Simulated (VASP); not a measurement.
# MoW2C4 in VASP: a series of runs

MoW2C4 is run at these levels: PBE; tasks: single point.

All numbers are computed with VASP 6.6.1; they aren't measurements. Logs are shortened: lines on timing, memory, paths and dates and some standing lists are left out, and cuts for length are marked.

**1. The cell of the first run**

The typed cell holds 7 atoms: a = 4.612 Å, b = 4.612 Å, c = 3.863 Å, α = 90.00°, β = 90.00°, γ = 120.00°.

The cell was built from a structure type or drawn by symmetry, and may not be a known phase.

**2. Single point, PBE**

The input, INCAR:

```
SYSTEM = MoW2C4
PREC = Accurate
ENCUT = 600
EDIFF = 1E-6
ISMEAR = 0
SIGMA = 0.2
LREAL = .FALSE.
LASPH = .TRUE.
NELM = 120
ALGO = Normal
ISIF = 2
LWAVE = .FALSE.
LCHARG = .FALSE.
GGA = PE
NBANDS = 38
GGA_COMPAT = .FALSE.
```

The input, KPOINTS:

```
regular mesh
0
G
  4 4 3
  0 0 0
```

The input, POSCAR:

```
MoW2C4
1.0
    4.6120354585      0.0000000000      0.0000000000
   -2.3060177293      3.9941398702      0.0000000000
    0.0000000000      0.0000000000      3.8625919596
Mo W C
1 2 4
Direct
    0.0000000000      0.0000000000      0.5000000000
    0.3333333333      0.6666666667      0.0000000000
    0.6666666667      0.3333333333      0.0000000000
    0.4991412793      0.0000000000      0.5000000000
    0.0000000000      0.4991412793      0.5000000000
    0.5008587207      0.5008587207      0.5000000000
    0.0000000000      0.0000000000      0.0000000000
```

Potentials or basis: VASP PAW PBE potentials, release 64 (Mo_sv, W_sv, C).

Run with:

```console
> cat potpaw_PBE.64/Mo_sv/POTCAR potpaw_PBE.64/W_sv/POTCAR potpaw_PBE.64/C/POTCAR > POTCAR
> mpirun -np 1 vasp_std > vasp.out
```

OUTCAR:

```text
SYSTEM = MoW2C4
   PREC = Accurate
   ENCUT = 600
   EDIFF = 1E-6
   ISMEAR = 0
   LREAL = .FALSE.
   LASPH = .TRUE.
   NELM = 120
   ISIF = 2
   GGA = PE

 ion  position               nearest neighbor table
   1  0.000  0.000  0.500-   7 1.93   7 1.93   6 2.30   4 2.30   5 2.30   6 2.31   4 2.31   5 2.31
                             3 3.29   2 3.29   3 3.29   2 3.29   3 3.29   2 3.29   3 3.29   2 3.29
   2  0.333  0.667  0.000-   5 2.35   5 2.35   4 2.35   4 2.35   6 2.35   6 2.35   3 2.66   3 2.66
                             7 2.66   7 2.66   7 2.66   3 2.66   1 3.29   1 3.29   1 3.29   1 3.29
   3  0.667  0.333  0.000-   5 2.35   5 2.35   4 2.35   4 2.35   6 2.35   6 2.35   2 2.66   2 2.66
                             7 2.66   7 2.66   7 2.66   2 2.66   1 3.29   1 3.29   1 3.29   1 3.29
   4  0.499  0.000  0.500-   1 2.30   1 2.31   2 2.35   2 2.35   3 2.35   3 2.35
   5  0.000  0.499  0.500-   1 2.30   1 2.31   3 2.35   3 2.35   2 2.35   2 2.35
   6  0.501  0.501  0.500-   1 2.30   1 2.31   2 2.35   2 2.35   3 2.35   3 2.35
   7  0.000  0.000  0.000-   1 1.93   1 1.93   3 2.66   2 2.66   3 2.66   2 2.66   3 2.66   2 2.66

  LATTYP: Found a hexagonal cell.
 ALAT       =     4.6120354585
 C/A-ratio  =     0.8375026589

  Lattice vectors:

 A1 = (   4.6120354585,   0.0000000000,   0.0000000000)
 A2 = (  -2.3060177293,   3.9941398702,   0.0000000000)
 A3 = (   0.0000000000,   0.0000000000,   3.8625919596)

Analysis of symmetry for initial positions (statically):
=====================================================================
 Subroutine PRICEL returns:
 Original cell was already a primitive cell.

 Routine SETGRP: Setting up the symmetry group for a
 hexagonal supercell.

 Subroutine GETGRP returns: Found 12 space group operations
 (whereof 12 operations were pure point group operations)
 out of a pool of 24 trial point group operations.

The static configuration has the point symmetry D_3h.

Analysis of symmetry for dynamics (positions and initial velocities):
=====================================================================
 Subroutine PRICEL returns:
 Original cell was already a primitive cell.

 Routine SETGRP: Setting up the symmetry group for a
 hexagonal supercell.

 Subroutine GETGRP returns: Found 12 space group operations
 (whereof 12 operations were pure point group operations)
 out of a pool of 24 trial point group operations.

The dynamic configuration has the point symmetry D_3h.

 Subroutine INISYM returns: Found 12 space group operations
 (whereof 12 operations are pure point group operations),
[... 95 lines left out ...]
   ISIF   =      2    stress and relaxation
   ISYM   =      2    0-nonsym 1-usesym 2-fastsym
   POTIM  = 0.5000    time-step for ionic-motion
   TEBEG  =    0.0;   TEEND  =   0.0 temperature during run
   PSTRESS=    0.0 pullay stress
   NELECT =      58.0000    total number of electrons
   NUPDOWN=      -1.0000    fix difference up-down
   EMIN   =  10.00;   EMAX   =-10.00  energy-range for DOS
   EFERMI =   0.00;   METHOD = LEGACY
   ISMEAR =     0;   SIGMA  =   0.20  broadening in eV -4-tet -1-fermi 0-gaus
   EFERMI_NEDOS =   21; number of points for ismear=-14 and -15
   IALGO  =     38    algorithm
   IMIX   =      4    mixing-type and parameters
     AMIX     =   0.40;   BMIX     =  1.00
     AMIX_MAG =   1.60;   BMIX_MAG =  1.00
  volume/ion in A,a.u.               =      10.16        68.60
  Fermi-wavevector in a.u.,A,eV,Ry     =   1.529276  2.889913 31.819749  2.338686
  Thomas-Fermi vector in A             =   2.636919
   LORBIT       =      0    0 simple, 1 ext, 2 COOP (PROOUT), +10 PAW based schemes
   GGA     = PE    functional components
   LHFCALC =     F    Hartree Fock is set to
   AEXX    =    0.0000 exact exchange contribution
   IVDW    =     0    specifies the selected vdW correction
   LEPSILON=     F    determine dielectric tensor
   LRPA    =     F    only Hartree local field effects (RPA)
 non-spin polarized calculation
 Gauss-broadening in eV      SIGMA  =   0.20
  energy-cutoff  :      600.00
  volume of cell :       71.15
 maximum number of plane-waves:      2387
 NGX is ok and might be reduce to    40
   NGX = 19   NGY = 19   NGZ = 15

 number of electron      58.0000000 magnetization

 Free energy of the ion-electron system (eV)
  ---------------------------------------------------
  ext. energy  EPLUGINS =         0.00000000
  ---------------------------------------------------
  free energy    TOTEN  =       -63.01725876 eV

  energy without entropy =      -62.92380094  energy(sigma->0) =      -62.97052985

 E-fermi :  11.5747     XC(G=0): -13.5075

 val. band max:       11.5564825509   @ k =   0.2500   0.0000   0.0000
 cond. band min:      11.7072645452   @ k =   0.2500   0.2500   0.3333
 fundamental gap:      0.1507819943
 Fermi energy:        11.5747275238

 k-point     1 :       0.0000    0.0000    0.0000
  band No.  band energies     occupation
      1     -63.4807      2.00000
      2     -63.3558      2.00000
      3     -50.1021      2.00000
      4     -27.9990      2.00000
      5     -27.9990      2.00000
      6     -27.8056      2.00000
[... 317 lines left out ...]
     37      14.8754      0.00000
     38      15.5043      0.00000

------------------------ aborting loop because EDIFF is reached ----------------------------------------

  FORCE on cell =-STRESS in cart. coord.  units (eV):
  Direction    XX          YY          ZZ          XY          YZ          ZX
  --------------------------------------------------------------------------------------
  -------------------------------------------------------------------------------------
  Total        0.1192044      0.1192044      0.2395417     -0.0000000      0.0000000      0.0000000
  in kB        2.6841575      2.6841575      5.3938259     -0.0000000      0.0000000      0.0000000
  external PRESSURE =       3.5873803 kB  Pullay stress =       0.0000000 kB

 VOLUME and BASIS-vectors are now :
 -----------------------------------------------------------------------------
  energy-cutoff  :      600.00
  volume of cell :       71.15
      direct lattice vectors                 reciprocal lattice vectors
     4.612035459  0.000000000  0.000000000     0.216824005  0.125183398  0.000000000
    -2.306017729  3.994139870  0.000000000     0.000000000  0.250366795  0.000000000
     0.000000000  0.000000000  3.862591960     0.000000000  0.000000000  0.258893513

 POSITION                                       TOTAL-FORCE (eV/Angst)
 -----------------------------------------------------------------------------------
      0.00000      0.00000      1.93130         0.000000      0.000000     -0.000000
     -0.00000      2.66276      0.00000         0.000000      0.000000     -0.000000
      2.30602      1.33138      0.00000         0.000000      0.000000     -0.000000
      2.30206      0.00000      1.93130         0.010360      0.000000      0.000000
     -1.15103      1.99364      1.93130        -0.005180      0.008972     -0.000000
      1.15499      2.00050      1.93130        -0.005180     -0.008972      0.000000
      0.00000      0.00000      0.00000        -0.000000      0.000000     -0.000000
 -----------------------------------------------------------------------------------
    total drift:                                0.000000      0.000000     -0.000000

  FREE ENERGIE OF THE ION-ELECTRON SYSTEM (eV)
  ---------------------------------------------------
  free  energy   TOTEN  =       -63.0172587642 eV

  energy  without entropy=      -62.9238009388  energy(sigma->0) =      -62.97052985
```

It took 27 s on 1 thread of Intel Xeon Platinum 8559C (Emerald Rapids), shared host; peak memory 0.23 GiB.

What came out:

- Free energy: -63.0173 eV
- Pressure: 0.4 GPa
- Largest force: 0.010 eV/Å
- Band gap on the k mesh: zero (bands 29 and 30 overlap by 1.22 eV)

Forces on the atoms (eV/Å):
```
Mo   0.000  0.000  0.000
W    0.000  0.000  0.000
W    0.000  0.000  0.000
C    0.010  0.000  0.000
C   -0.005  0.009  0.000
C   -0.005 -0.009  0.000
C    0.000  0.000  0.000
```

Levels at points of the mesh, in eV from the Fermi level:
| k point | band 25 | band 26 | band 27 | band 28 | band 29 | band 30 | band 31 | band 32 | band 33 | band 34 |
| --- | --- | --- | --- | --- | --- | --- | --- | --- | --- | --- |
| (0.00, 0.00, 0.00) | -2.55 | -2.20 | -2.20 | -1.32 | -1.32 | 0.33 | 1.77 | 1.77 | 1.87 | 1.87 |
| (0.50, 0.00, 0.00) | -1.14 | -0.80 | -0.69 | -0.49 | -0.10 | 0.14 | 0.63 | 0.72 | 0.86 | 1.23 |

Caveat: the k points lie up to 0.54 Å⁻¹ apart, too coarse for converged energies and pressures of a metal; spin-orbit coupling is left out, which moves the levels of the heavy elements.

**3. Single point, PBE**

This run uses another cell than the first one, of 11.09 Å³/atom.

The input, INCAR:

```
SYSTEM = MoW2C4
PREC = Accurate
ENCUT = 600
EDIFF = 1E-6
ISMEAR = 0
SIGMA = 0.2
LREAL = .False.
LASPH = .True.
NELM = 120
ALGO = Normal
ISIF = 2
LWAVE = .False.
LCHARG = .False.
GGA = PE
NBANDS = 38
GGA_COMPAT = .False.
```

The input, KPOINTS:

```
Automatic mesh
0
Gamma
  4 4 3
  0 0 0
```

The input, POSCAR:

```
MoW2C4
1.0
    5.0088149473      0.0000000030      0.0000000000
   -2.5044074762      4.3377609857      0.0000000000
    0.0000000000      0.0000000000      3.5721194806
Mo W C
1 2 4
Direct
    0.0000000000      0.0000000000      0.5000000000
    0.3333333333      0.6666666667      0.5000000000
    0.6666666667      0.3333333333      0.5000000000
    0.5000000000      0.0000000000      0.0000000000
    0.0000000000      0.5000000000      0.0000000000
    0.5000000000      0.5000000000      0.0000000000
    0.0000000000      0.0000000000      0.0000000000
```

Potentials or basis: VASP PAW PBE potentials, release 64 (Mo_sv, W_sv, C).

Run with:

```console
> cat potpaw_PBE.64/Mo_sv/POTCAR potpaw_PBE.64/W_sv/POTCAR potpaw_PBE.64/C/POTCAR > POTCAR
> mpirun -np 1 vasp_std > vasp.out
```

It took 28 s on 1 thread of Intel Xeon Platinum 8559C (Emerald Rapids), shared host; peak memory 0.22 GiB.

Results (log left out):

| Property | Result |
| --- | --- |
| Free energy | -61.0004 eV |
| Pressure | 0.7 GPa |
| Band gap on the k mesh | zero (bands 29 and 30 overlap by 0.97 eV) |

Stress tensor (GPa, compression positive):
```
0.54 0.00 0.00
0.00 0.54 0.00
0.00 0.00 0.97
```

Levels at points of the mesh, in eV from the Fermi level:
| k point | band 26 | band 27 | band 28 | band 29 | band 30 | band 31 | band 32 | band 33 |
| --- | --- | --- | --- | --- | --- | --- | --- | --- |
| (0.00, 0.00, 0.00) | -0.86 | -0.86 | -0.09 | -0.09 | 0.39 | 0.39 | 1.55 | 1.55 |
| (0.50, 0.00, 0.00) | -0.76 | -0.38 | 0.01 | 0.20 | 0.31 | 0.39 | 0.79 | 1.65 |

Caveat: the k points lie up to 0.59 Å⁻¹ apart, too coarse for converged energies and pressures of a metal; spin-orbit coupling is left out, which moves the levels of the heavy elements.
